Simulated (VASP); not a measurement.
# LaHg2 (P6/mmm) in VASP: notebook, part 2 of 2

VASP 6.6.1. The steps go on from the part before.

## 3. Electric field gradients, LDA (volume scaled by 0.96)

INCAR reads:

```
ALGO = Normal ; EDIFF = 1E-8
ENCUT = 520 ; GGA = CA
ISIF = 2 ; ISMEAR = -1
LASPH = T ; LCHARG = F
LEFG = T ; LREAL = F
LWAVE = F ; NBANDS = 24
NELM = 60 ; PREC = Accurate
SIGMA = 0.08
```

KPOINTS reads:

```
k-points
0
Gamma
  8 8 9
```

POSCAR reads:

```
LaHg2
1.0
    4.8909900976      0.0000000000      0.0000000000
   -2.4454950489      4.2357216743      0.0000000000
    0.0000000000      0.0000000000      3.5908047802
La Hg
1 2
Direct
    0.0000000000      0.0000000000      0.0000000000
    0.3333333333      0.6666666667      0.5000000000
    0.6666666667      0.3333333333      0.5000000000
```

Potentials or basis: VASP PAW LDA potentials, release 64 (La, Hg).

On the command line:

```
$ cat potpaw_LDA.64/La/POTCAR potpaw_LDA.64/Hg/POTCAR > POTCAR
$ mpirun -np 1 vasp_std > vasp.out
```

OUTCAR:

```text
EDIFF = 1E-8
   ENCUT = 520
   GGA = CA
   ISIF = 2
   ISMEAR = -1
   LASPH = T
   LREAL = F
   NELM = 60
   PREC = Accurate

 ion  position               nearest neighbor table
   1  0.000  0.000  0.000-   2 3.35   3 3.35   2 3.35   3 3.35   3 3.35   3 3.35   2 3.35   2 3.35
                             3 3.35   3 3.35   2 3.35   2 3.35
   2  0.333  0.667  0.500-   3 2.82   3 2.82   3 2.82   1 3.35   1 3.35   1 3.35   1 3.35   1 3.35
                             1 3.35
   3  0.667  0.333  0.500-   2 2.82   2 2.82   2 2.82   1 3.35   1 3.35   1 3.35   1 3.35   1 3.35
                             1 3.35

  LATTYP: Found a hexagonal cell.
 ALAT       =     4.8909900976
 C/A-ratio  =     0.7341672562

  Lattice vectors:

 A1 = (   4.8909900976,   0.0000000000,   0.0000000000)
 A2 = (  -2.4454950489,   4.2357216743,   0.0000000000)
 A3 = (   0.0000000000,   0.0000000000,   3.5908047802)

Analysis of symmetry for initial positions (statically):
=====================================================================
 Subroutine PRICEL returns:
 Original cell was already a primitive cell.

 Routine SETGRP: Setting up the symmetry group for a
 hexagonal supercell.

 Subroutine GETGRP returns: Found 24 space group operations
 (whereof 24 operations were pure point group operations)
 out of a pool of 24 trial point group operations.

The static configuration has the point symmetry D_6h.

Analysis of symmetry for dynamics (positions and initial velocities):
=====================================================================
 Subroutine PRICEL returns:
 Original cell was already a primitive cell.

 Routine SETGRP: Setting up the symmetry group for a
 hexagonal supercell.

 Subroutine GETGRP returns: Found 24 space group operations
 (whereof 24 operations were pure point group operations)
 out of a pool of 24 trial point group operations.

The dynamic configuration has the point symmetry D_6h.

 Subroutine INISYM returns: Found 24 space group operations
 (whereof 24 operations are pure point group operations),
 and found     1 'primitive' translations

----------------------------------------------------------------------------------------

                                     Primitive cell

  volume of cell :      74.3902

  direct lattice vectors                    reciprocal lattice vectors
     4.890990098  0.000000000  0.000000000     0.204457580  0.118043639  0.000000000
    -2.445495049  4.235721674  0.000000000     0.000000000  0.236087278  0.000000000
     0.000000000  0.000000000  3.590804780     0.000000000  0.000000000  0.278489102

  length of vectors
     4.890990098  4.890990098  3.590804780     0.236087278  0.236087278  0.278489102

  position of ions in fractional coordinates (direct lattice)
     0.000000000  0.000000000  0.000000000
     0.333333333  0.666666667  0.500000000
     0.666666667  0.333333333  0.500000000

[... 77 lines left out ...]
   EDIFF  = 0.1E-07   stopping-criterion for ELM
   LREAL  =      F    real-space projection
   EDIFFG = 0.1E-06   stopping-criterion for IOM
   NSW    =      0    number of steps for IOM
   IBRION =     -1    ionic relax: 0-MD 1-quasi-New 2-CG
   NFREE  =      0    steps in history (QN), initial steepest desc. (CG)
   ISIF   =      2    stress and relaxation
   ISYM   =      2    0-nonsym 1-usesym 2-fastsym
   POTIM  = 0.5000    time-step for ionic-motion
   TEBEG  =    0.0;   TEEND  =   0.0 temperature during run
   PSTRESS=    0.0 pullay stress
   NELECT =      35.0000    total number of electrons
   NUPDOWN=      -1.0000    fix difference up-down
   EMIN   =  10.00;   EMAX   =-10.00  energy-range for DOS
   EFERMI =   0.00;   METHOD = LEGACY
   ISMEAR =    -1;   SIGMA  =   0.08  broadening in eV -4-tet -1-fermi 0-gaus
   EFERMI_NEDOS =   21; number of points for ismear=-14 and -15
   IALGO  =     38    algorithm
   IMIX   =      4    mixing-type and parameters
     AMIX     =   0.40;   BMIX     =  1.00
     AMIX_MAG =   1.60;   BMIX_MAG =  1.00
  volume/ion in A,a.u.               =      24.80       167.34
  Fermi-wavevector in a.u.,A,eV,Ry     =   1.273285  2.406159 22.058498  1.621254
  Thomas-Fermi vector in A             =   2.406117
   LORBIT       =      0    0 simple, 1 ext, 2 COOP (PROOUT), +10 PAW based schemes
   GGA     = CA    functional components
   LHFCALC =     F    Hartree Fock is set to
   AEXX    =    0.0000 exact exchange contribution
   IVDW    =     0    specifies the selected vdW correction
   LEPSILON=     F    determine dielectric tensor
   LRPA    =     F    only Hartree local field effects (RPA)
 non-spin polarized calculation
  energy-cutoff  :      520.00
  volume of cell :       74.39
 maximum number of plane-waves:      2020
   NGX = 19   NGY = 19   NGZ = 13

 number of electron      34.9999996 magnetization

 Free energy of the ion-electron system (eV)
  ---------------------------------------------------
  ext. energy  EPLUGINS =         0.00000000
  ---------------------------------------------------
  free energy    TOTEN  =        -9.37187560 eV

  energy without entropy =       -9.31972364  energy(sigma->0) =       -9.34579962

 E-fermi :   6.1803     XC(G=0): -11.1525

 val. band max:        6.1467568918   @ k =   0.1250   0.1250   0.3333
 cond. band min:       6.1854479147   @ k =   0.0000   0.0000   0.2222
 fundamental gap:      0.0386910229
 Fermi energy:         6.1803425760

 k-point     1 :       0.0000    0.0000    0.0000
  band No.  band energies     occupation
      1     -26.6598      2.00000
      2     -10.4570      2.00000
      3     -10.4570      2.00000
      4      -9.9411      2.00000
      5      -2.6669      2.00000
      6      -1.7837      2.00000
[... 637 lines left out ...]
     23       7.9130      0.00000
     24       7.9541      0.00000

 [... further k-points ...]
[... 5 lines left out ...]
  --------------------------------------------------------------------------------------
  -------------------------------------------------------------------------------------
  Total        0.5802774      0.5802774     -0.7363815     -0.0000000      0.0000000      0.0000000
  in kB       12.4977047     12.4977047    -15.8597920     -0.0000000      0.0000000      0.0000000
  external PRESSURE =       3.0452058 kB  Pullay stress =       0.0000000 kB

 VOLUME and BASIS-vectors are now :
 -----------------------------------------------------------------------------
  energy-cutoff  :      520.00
  volume of cell :       74.39
      direct lattice vectors                 reciprocal lattice vectors
     4.890990098  0.000000000  0.000000000     0.204457580  0.118043639  0.000000000
    -2.445495049  4.235721674  0.000000000     0.000000000  0.236087278  0.000000000
     0.000000000  0.000000000  3.590804780     0.000000000  0.000000000  0.278489102

 POSITION                                       TOTAL-FORCE (eV/Angst)
 -----------------------------------------------------------------------------------
      0.00000      0.00000      0.00000        -0.000000      0.000000      0.000000
     -0.00000      2.82381      1.79540        -0.000000      0.000000     -0.000000
      2.44550      1.41191      1.79540         0.000000     -0.000000      0.000000
 -----------------------------------------------------------------------------------
    total drift:                                0.000000     -0.000000     -0.000000

  FREE ENERGIE OF THE ION-ELECTRON SYSTEM (eV)
  ---------------------------------------------------
  free  energy   TOTEN  =        -9.3718756020 eV

  energy  without entropy=       -9.3197236351  energy(sigma->0) =       -9.34579962

 Electric field gradients (V/A^2)
---------------------------------------------------------------------
 ion       V_xx      V_yy      V_zz      V_xy      V_xz      V_yz
---------------------------------------------------------------------
   1     -45.308   -45.308    90.617     0.000    -0.000    -0.000
   2    -166.878  -166.878   333.755     0.000     0.000     0.000
   3    -166.878  -166.878   333.755     0.000     0.000     0.000
---------------------------------------------------------------------

 Electric field gradients after diagonalization (V/A^2)
 (convention: |V_zz| > |V_xx| > |V_yy|)
----------------------------------------------------------------------
 ion       V_xx      V_yy      V_zz     asymmetry (V_yy - V_xx)/ V_zz
----------------------------------------------------------------------
   1     -45.309   -45.308    90.617       0.000
   2    -166.878  -166.877   333.755       0.000
   3    -166.878  -166.877   333.755       0.000
----------------------------------------------------------------------

           NMR quadrupolar parameters

 Cq : quadrupolar parameter    Cq=e*Q*V_zz/h
 eta: asymmetry parameters     (V_yy - V_xx)/ V_zz
 Q  : nuclear electric quadrupole moment in mb (millibarn)
----------------------------------------------------------------------
 ion       Cq(MHz)       eta       Q (mb)
----------------------------------------------------------------------
   1       0.219       0.000       1.000
   2       0.807       0.000       1.000
   3       0.807       0.000       1.000
----------------------------------------------------------------------
```

stdout:

```text
POSCAR found type information on POSCAR LaHg
 POSCAR found :  2 types and       3 ions
 scaLAPACK will be used
 LDA part: xc-table for (Slater(with rela. corr.)+CA(PZ))
 , standard interpolation
 POSCAR, INCAR and KPOINTS ok, starting setup
 FFT: planning ... GRIDC
 FFT: planning ... GRID_SOFT
 FFT: planning ... GRID
 WAVECAR not read
 entering main loop
ion   1

ion   2

ion   3
```

Wall time 66 s (1 thread of Intel Xeon Platinum 8488C (Sapphire Rapids), shared host); peak memory 0.23 GiB.

Results:

| Property | Result |
| --- | --- |
| Free energy | -9.3719 eV |
| Pressure | 0.3 GPa |

Electric field gradients, principal values (V/Å²):
```
atom     least    middle  greatest (by size)
1 La   -45.308   -45.309              90.617
2 Hg  -166.877  -166.878             333.755
3 Hg  -166.877  -166.878             333.755
```

Caveat: without QUAD_EFG the Cq values of the log hold for a quadrupole moment of 1 mb, not for the nuclei; spin-orbit coupling is left out, which moves the levels of the heavy elements.
